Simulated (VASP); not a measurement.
# Ta2S3 (Pm-3m) in VASP: notebook

The runs below take Ta2S3 through single point, relaxation of cell and atoms, with PBE.

All numbers are computed with VASP 6.6.1; they aren't measurements. Logs are shortened: lines on timing, memory, paths and dates and some standing lists are left out, and cuts for length are marked.

## (1) The cell of the first run

The structure is cubic, space group Pm-3m (No. 221). The conventional cell has a = 4.243 Å, b = 4.243 Å, c = 4.243 Å, α = 90.00°, β = 90.00°, γ = 90.00°. Ta (site symmetry m-3m) has 12 S at 3.00 Å and 8 Ta at 3.67 Å within 4.0 Å. Ta (site symmetry m-3m) has 6 S at 2.12 Å within 2.8 Å. S (site symmetry 4/mmm) has 2 Ta at 2.12 Å within 2.8 Å.

## (2) Single point, PBE, collinear spin, ferromagnetic start

Input file INCAR:

```
SYSTEM = Ta2S3
PREC = Accurate ; ENCUT = 520
EDIFF = 1E-6 ; ISMEAR = 0
SIGMA = 0.1 ; LREAL = .False.
LASPH = .True. ; NELM = 150
ALGO = Normal ; ISIF = 2
LWAVE = .False. ; LCHARG = .False.
ISPIN = 2 ; MAGMOM = 1 1 0 0 0
LORBIT = 11 ; LMAXMIX = 4
GGA = PE ; NBANDS = 32
```

Input file KPOINTS:

```
Automatic mesh
0
Gamma
  4 4 4
  0 0 0
```

Input file POSCAR:

```
Ta2S3
1.0
    4.2427664700      0.0000000000      0.0000000000
    0.0000000000      4.2427664700      0.0000000000
    0.0000000000      0.0000000000      4.2427664700
Ta S
2 3
Direct
    0.5000000000      0.5000000000      0.5000000000
    0.0000000000      0.0000000000      0.0000000000
    0.5000000000      0.0000000000      0.0000000000
    0.0000000000      0.5000000000      0.0000000000
    0.0000000000      0.0000000000      0.5000000000
```

Potentials or basis: VASP PAW PBE potentials, release 64 (Ta_pv, S).

On the command line:

```sh
$ cat potpaw_PBE.64/Ta_pv/POTCAR potpaw_PBE.64/S/POTCAR > POTCAR
$ mpirun -np 1 vasp_std > vasp.out
```

OUTCAR:

```text
SYSTEM = Ta2S3
   PREC = Accurate
   ENCUT = 520
   EDIFF = 1E-6
   ISMEAR = 0
   LREAL = .False.
   LASPH = .True.
   NELM = 150
   ISIF = 2
   ISPIN = 2
   LORBIT = 11
   GGA = PE

 ion  position               nearest neighbor table
   1  0.500  0.500  0.500-   3 3.00   4 3.00   5 3.00   3 3.00   4 3.00   3 3.00   5 3.00   3 3.00
                             4 3.00   5 3.00   4 3.00   5 3.00
   2  0.000  0.000  0.000-   3 2.12   4 2.12   5 2.12   5 2.12   4 2.12   3 2.12
   3  0.500  0.000  0.000-   2 2.12   2 2.12   1 3.00   1 3.00   1 3.00   1 3.00
   4  0.000  0.500  0.000-   2 2.12   2 2.12   1 3.00   1 3.00   1 3.00   1 3.00
   5  0.000  0.000  0.500-   2 2.12   2 2.12   1 3.00   1 3.00   1 3.00   1 3.00

  LATTYP: Found a simple cubic cell.
 ALAT       =     4.2427664700

  Lattice vectors:

 A1 = (   4.2427664700,   0.0000000000,   0.0000000000)
 A2 = (   0.0000000000,   4.2427664700,   0.0000000000)
 A3 = (   0.0000000000,   0.0000000000,   4.2427664700)

Analysis of symmetry for initial positions (statically):
=====================================================================
 Subroutine PRICEL returns:
 Original cell was already a primitive cell.

 Routine SETGRP: Setting up the symmetry group for a
 simple cubic supercell.

 Subroutine GETGRP returns: Found 48 space group operations
 (whereof 48 operations were pure point group operations)
 out of a pool of 48 trial point group operations.

The static configuration has the point symmetry O_h .

Analysis of symmetry for dynamics (positions and initial velocities):
=====================================================================
 Subroutine PRICEL returns:
 Original cell was already a primitive cell.

 Routine SETGRP: Setting up the symmetry group for a
 simple cubic supercell.

 Subroutine GETGRP returns: Found 48 space group operations
 (whereof 48 operations were pure point group operations)
 out of a pool of 48 trial point group operations.

The dynamic configuration has the point symmetry O_h .

Analysis of structural, dynamic, and magnetic symmetry:
=====================================================================
 Subroutine PRICEL returns:
 Original cell was already a primitive cell.

 Routine SETGRP: Setting up the symmetry group for a
 simple cubic supercell.

 Subroutine GETGRP returns: Found 48 space group operations
 (whereof 48 operations were pure point group operations)
 out of a pool of 48 trial point group operations.

The overall configuration has the point symmetry O_h .

 Subroutine INISYM returns: Found 48 space group operations
 (whereof 48 operations are pure point group operations),
 and found     1 'primitive' translations

----------------------------------------------------------------------------------------

                                     Primitive cell

  volume of cell :      76.3743

  direct lattice vectors                    reciprocal lattice vectors
     4.242766470  0.000000000  0.000000000     0.235695273  0.000000000  0.000000000
     0.000000000  4.242766470  0.000000000     0.000000000  0.235695273  0.000000000
     0.000000000  0.000000000  4.242766470     0.000000000  0.000000000  0.235695273

  length of vectors
     4.242766470  4.242766470  4.242766470     0.235695273  0.235695273  0.235695273

  position of ions in fractional coordinates (direct lattice)
     0.500000000  0.500000000  0.500000000
     0.000000000  0.000000000  0.000000000
     0.500000000  0.000000000  0.000000000
     0.000000000  0.500000000  0.000000000
     0.000000000  0.000000000  0.500000000

  ion indices of the primitive-cell ions
   primitive index   ion index
                 1           1
                 2           2
                 3           3
                 4           4
                 5           5

----------------------------------------------------------------------------------------

 KPOINTS: Automatic mesh

Automatic generation of k-mesh.
 Grid dimensions read from file:
 generate k-points for:    4    4    4

 Generating k-lattice:

  Cartesian coordinates                     Fractional coordinates (reciprocal lattice)
     0.058923818  0.000000000  0.000000000     0.250000000  0.000000000  0.000000000
     0.000000000  0.058923818  0.000000000     0.000000000  0.250000000  0.000000000
     0.000000000  0.000000000  0.058923818     0.000000000  0.000000000  0.250000000

  Length of vectors
     0.058923818  0.058923818  0.058923818

  Shift w.r.t. Gamma in fractional coordinates (k-lattice)
     0.000000000  0.000000000  0.000000000

 Subroutine IBZKPT returns following result:
 ===========================================

 Found     10 irreducible k-points:

 Following reciprocal coordinates:
            Coordinates               Weight
  0.000000  0.000000  0.000000      1.000000
  0.250000  0.000000  0.000000      6.000000
  0.500000  0.000000  0.000000      3.000000
  0.250000  0.250000  0.000000     12.000000
  0.500000  0.250000  0.000000     12.000000
  0.500000  0.500000  0.000000      3.000000
  0.250000  0.250000  0.250000      8.000000
  0.500000  0.250000  0.250000     12.000000
  0.500000  0.500000  0.250000      6.000000
  0.500000  0.500000  0.500000      1.000000
   k-points           NKPTS =     10   k-points in BZ     NKDIM =     10   number of bands    NBANDS=     32
   number of dos      NEDOS =    301   number of ions     NIONS =      5
   total plane-waves  NPLWV =  32768
   dimension x,y,z NGX =    32 NGY =   32 NGZ =   32
   dimension x,y,z NGXF=    64 NGYF=   64 NGZF=   64
   ions per type =               2   3
   NGX,Y,Z   is equivalent  to a cutoff of  12.54, 12.54, 12.54 a.u.
   NGXF,Y,Z  is equivalent  to a cutoff of  25.08, 25.08, 25.08 a.u.
 SYSTEM =  Ta2S3
   PREC   = accura    normal or accurate (medium, high low for compatibility)
   ISTART =      0    job   : 0-new  1-cont  2-samecut
   ICHARG =      2    charge: 1-file 2-atom 10-const
   ISPIN  =      2    spin polarized calculation?
   LNONCOLLINEAR =      F non collinear calculations
   LSORBIT =      F    spin-orbit coupling
   LASPH  =      T    aspherical Exc in radial PAW
   ENCUT  =  520.0 eV  38.22 Ry    6.18 a.u.   7.89  7.89  7.89*2*pi/ulx,y,z
   NELM   =    150;   NELMIN=  2; NELMDL= -5     # of ELM steps
   EDIFF  = 0.1E-05   stopping-criterion for ELM
   LREAL  =      F    real-space projection
   EDIFFG = 0.1E-04   stopping-criterion for IOM
   NSW    =      0    number of steps for IOM
   IBRION =     -1    ionic relax: 0-MD 1-quasi-New 2-CG
   NFREE  =      0    steps in history (QN), initial steepest desc. (CG)
   ISIF   =      2    stress and relaxation
   ISYM   =      2    0-nonsym 1-usesym 2-fastsym
   POTIM  = 0.5000    time-step for ionic-motion
   TEBEG  =    0.0;   TEEND  =   0.0 temperature during run
   PSTRESS=    0.0 pullay stress
   NELECT =      40.0000    total number of electrons
   NUPDOWN=      -1.0000    fix difference up-down
   EMIN   =  10.00;   EMAX   =-10.00  energy-range for DOS
   EFERMI =   0.00;   METHOD = LEGACY
   ISMEAR =     0;   SIGMA  =   0.10  broadening in eV -4-tet -1-fermi 0-gaus
   EFERMI_NEDOS =   21; number of points for ismear=-14 and -15
   IALGO  =     38    algorithm
   IMIX   =      4    mixing-type and parameters
     AMIX     =   0.40;   BMIX     =  1.00
     AMIX_MAG =   1.60;   BMIX_MAG =  1.00
  volume/ion in A,a.u.               =      15.27       103.08
  Fermi-wavevector in a.u.,A,eV,Ry     =   1.319610  2.493702 23.692796  1.741371
  Thomas-Fermi vector in A             =   2.449496
   LORBIT       =     11    0 simple, 1 ext, 2 COOP (PROOUT), +10 PAW based schemes
   GGA     = PE    functional components
   LHFCALC =     F    Hartree Fock is set to
   AEXX    =    0.0000 exact exchange contribution
   IVDW    =     0    specifies the selected vdW correction
   LEPSILON=     F    determine dielectric tensor
   LRPA    =     F    only Hartree local field effects (RPA)
 spin polarized calculation
 Gauss-broadening in eV      SIGMA  =   0.10
  energy-cutoff  :      520.00
  volume of cell :       76.37
 maximum number of plane-waves:      2103
 NGX is ok and might be reduce to    32
   NGX = 15   NGY = 15   NGZ = 15

 number of electron      40.0000001 magnetization      -0.0030569

 number of electron      40.0000001 magnetization       0.0009585

 Free energy of the ion-electron system (eV)
  ---------------------------------------------------
  ext. energy  EPLUGINS =         0.00000000
  ---------------------------------------------------
  free energy    TOTEN  =       -29.25758523 eV

  energy without entropy =      -29.21036954  energy(sigma->0) =      -29.23397738

 E-fermi :   8.9606     XC(G=0): -11.9875

 val. band max:        8.9432849278   @ k =   0.2500   0.0000   0.0000
 cond. band min:       9.0102634410   @ k =   0.5000   0.2500   0.0000
 fundamental gap:      0.0669785133
 Fermi energy:         8.9606409091

 spin component 1

 k-point     1 :       0.0000    0.0000    0.0000
  band No.  band energies     occupation
      1     -27.0277      1.00000
      2     -27.0277      1.00000
      3     -27.0277      1.00000
      4     -26.2328      1.00000
      5     -26.2328      1.00000
      6     -26.2328      1.00000
[... 24 lines left out ...]
     31      17.1057      0.00000
     32      17.3510      0.00000

 k-point     2 :       0.2500    0.0000    0.0000
  band No.  band energies     occupation
      1     -27.0329      1.00000
      2     -27.0261      1.00000
      3     -27.0261      1.00000
      4     -26.2680      1.00000
      5     -26.2330      1.00000
      6     -26.2330      1.00000
[... 24 lines left out ...]
     31      17.4748      0.00000
     32      17.4748      0.00000
[... 243 lines left out ...]
     31      17.2731      0.00000
     32      17.3118      0.00000

 k-point    10 :       0.5000    0.5000    0.5000
  band No.  band energies     occupation
      1     -27.0347      1.00000
      2     -27.0347      1.00000
      3     -27.0347      1.00000
      4     -26.2982      1.00000
      5     -26.2982      1.00000
      6     -26.2982      1.00000
[... 24 lines left out ...]
     31      16.6195      0.00000
     32      16.6195      0.00000
 Fermi energy:         8.9606409091

 spin component 2

 k-point     1 :       0.0000    0.0000    0.0000
  band No.  band energies     occupation
      1     -27.0274      1.00000
      2     -27.0274      1.00000
      3     -27.0274      1.00000
      4     -26.2327      1.00000
      5     -26.2327      1.00000
      6     -26.2327      1.00000
[... 24 lines left out ...]
     31      17.1058      0.00000
     32      17.3511      0.00000

 k-point     2 :       0.2500    0.0000    0.0000
  band No.  band energies     occupation
      1     -27.0326      1.00000
      2     -27.0258      1.00000
      3     -27.0258      1.00000
      4     -26.2680      1.00000
      5     -26.2330      1.00000
      6     -26.2330      1.00000
[... 24 lines left out ...]
     31      17.4750      0.00000
     32      17.4750      0.00000
[... 243 lines left out ...]
     31      17.2732      0.00000
     32      17.3120      0.00000

 k-point    10 :       0.5000    0.5000    0.5000
  band No.  band energies     occupation
      1     -27.0344      1.00000
      2     -27.0344      1.00000
      3     -27.0344      1.00000
      4     -26.2982      1.00000
      5     -26.2982      1.00000
      6     -26.2982      1.00000
[... 24 lines left out ...]
     31      16.6196      0.00000
     32      16.6196      0.00000

------------------------ aborting loop because EDIFF is reached ----------------------------------------

  FORCE on cell =-STRESS in cart. coord.  units (eV):
  Direction    XX          YY          ZZ          XY          YZ          ZX
  --------------------------------------------------------------------------------------
  -------------------------------------------------------------------------------------
  Total       29.4626861     29.4626861     29.4626861      0.0000000      0.0000000     -0.0000000
  in kB      618.0669731    618.0669731    618.0669731      0.0000000      0.0000000     -0.0000000
  external PRESSURE =     618.0669731 kB  Pullay stress =       0.0000000 kB

 VOLUME and BASIS-vectors are now :
 -----------------------------------------------------------------------------
  energy-cutoff  :      520.00
  volume of cell :       76.37
      direct lattice vectors                 reciprocal lattice vectors
     4.242766470  0.000000000  0.000000000     0.235695273  0.000000000  0.000000000
     0.000000000  4.242766470  0.000000000     0.000000000  0.235695273  0.000000000
     0.000000000  0.000000000  4.242766470     0.000000000  0.000000000  0.235695273

 POSITION                                       TOTAL-FORCE (eV/Angst)
 -----------------------------------------------------------------------------------
      2.12138      2.12138      2.12138         0.000000      0.000000      0.000000
      0.00000      0.00000      0.00000         0.000000      0.000000      0.000000
      2.12138      0.00000      0.00000         0.000000      0.000000      0.000000
      0.00000      2.12138      0.00000         0.000000      0.000000      0.000000
      0.00000      0.00000      2.12138         0.000000      0.000000      0.000000
 -----------------------------------------------------------------------------------
    total drift:                                0.000000      0.000000     -0.000000

  FREE ENERGIE OF THE ION-ELECTRON SYSTEM (eV)
  ---------------------------------------------------
  free  energy   TOTEN  =       -29.2575852271 eV

  energy  without entropy=      -29.2103695385  energy(sigma->0) =      -29.23397738

 total charge

# of ion       s       p       d       tot
------------------------------------------
    1        0.268   6.006   2.220   8.493
    2        0.431   6.492   3.062   9.985
    3        1.374   2.521   0.000   3.895
    4        1.374   2.521   0.000   3.895
    5        1.374   2.521   0.000   3.895
--------------------------------------------------
tot          4.822  20.059   5.282  30.163

 magnetization (x)

# of ion       s       p       d       tot
------------------------------------------
    1        0.000   0.000   0.001   0.001
    2       -0.000   0.000   0.000   0.000
    3        0.000   0.000   0.000   0.000
    4        0.000   0.000   0.000   0.000
    5        0.000   0.000   0.000   0.000
--------------------------------------------------
tot          0.000   0.000   0.001   0.001
```

Wall time 29 s (1 thread of Intel Xeon Platinum 8488C (Sapphire Rapids), shared host); peak memory 0.21 GiB.

What came out:

```
Free energy                                           : -29.2576 eV
Pressure                                              : 61.8 GPa
Band gap on the k mesh                                : zero (filled and empty bands overlap)
Net moment                                            : 0.00 μB per cell
Valence electrons inside the program's atomic spheres : Ta 8.49, 9.98; S 3.90
```

Caveat: the k points lie up to 0.37 Å⁻¹ apart; spin-orbit coupling is left out, which moves the levels of the heavy elements.

## (3) Single point, PBE, collinear spin, ferromagnetic start

This run uses another cell than the first one, of 21.24 Å³/atom, 1.391 times its volume.

Input file INCAR:

```
ALGO     = Normal         # electronic algorithm
EDIFF    = 1E-6           # SCF threshold, eV
ENCUT    = 520            # plane-wave cutoff, eV
GGA      = PE             # functional
ISIF     = 2              # what is computed and relaxed
ISMEAR   = 0              # smearing method
ISPIN    = 2              # spin polarisation
LASPH    = T              # aspherical terms in the spheres
LCHARG   = F              # write CHGCAR
LMAXMIX  = 4              # l up to which the mixer works
LORBIT   = 11             # projections on sites
LREAL    = F              # projectors in reciprocal space
LWAVE    = F              # write WAVECAR
MAGMOM   = 1 1 0 0 0      # initial moments
NBANDS   = 32             # bands
NELM     = 150            # most SCF steps
PREC     = Accurate       # precision mode
SIGMA    = 0.1            # smearing width, eV
```

Input file KPOINTS:

```
k-points
0
Gamma
  4 4 4
```

Changes to POSCAR since step 2:

```diff
@@ -2,5 +2,5 @@
 1.0
-    4.2427664700      0.0000000000      0.0000000000
-    0.0000000000      4.2427664700      0.0000000000
-    0.0000000000      0.0000000000      4.2427664700
+    4.7358382094      0.0000000000      0.0000000000
+    0.0000000000      4.7358382094      0.0000000000
+    0.0000000000      0.0000000000      4.7358382094
 Ta S
```

Potentials or basis: VASP PAW PBE potentials, release 64 (Ta_pv, S).

On the command line:

```sh
$ cat potpaw_PBE.64/Ta_pv/POTCAR potpaw_PBE.64/S/POTCAR > POTCAR
$ mpirun -np 1 vasp_std > vasp.out
```

Run time: 59 s. Hardware: 1 thread of Intel Xeon Platinum 8488C (Sapphire Rapids), shared host; peak memory 0.26 GiB.

Results (log left out):

```
Free energy                                           : -33.2977 eV
Pressure                                              : -2.2 GPa
Net moment                                            : 0.08 μB per cell
Site moments                                          : Ta +0.01, +0.02; S +0.00 μB
Valence electrons inside the program's atomic spheres : Ta 8.32, 8.90; S 3.72
```

Levels at points of the mesh, in eV from the Fermi level:
Spin up:
| k point | band 18 | band 19 | band 20 | band 21 | band 22 | band 23 |
| --- | --- | --- | --- | --- | --- | --- |
| (0.00, 0.00, 0.00) | -1.77 | -1.71 | -1.71 | -1.71 | -1.37 | -0.72 |
| (0.50, 0.00, 0.00) | -2.21 | -1.28 | -0.29 | 0.11 | 0.98 | 1.13 |
| (0.50, 0.50, 0.00) | -1.46 | -0.17 | 0.02 | 0.59 | 0.59 | 0.62 |
| (0.50, 0.50, 0.50) | -1.07 | -1.07 | -0.09 | -0.09 | -0.09 | 0.30 |
Spin down:
```csv
k point,band 15,band 16,band 17,band 18,band 19,band 20,band 21,band 22,band 23,band 24
"(0.00, 0.00, 0.00)",-2.54,-1.76,-1.76,-1.76,-1.67,-1.67,-1.67,-1.36,-0.81,-0.81
"(0.50, 0.00, 0.00)",-4.47,-3.70,-2.20,-2.20,-1.26,-0.19,0.00,0.89,1.22,1.22
"(0.50, 0.50, 0.00)",-3.68,-3.60,-3.60,-1.47,-0.26,0.12,0.63,0.67,0.67,0.85
"(0.50, 0.50, 0.50)",-5.92,-1.44,-1.06,-1.06,-1.06,0.00,0.00,0.00,0.19,0.19
```

Caveat: spin-orbit coupling is left out, which moves the levels of the heavy elements.

[end of part 1 of 2]
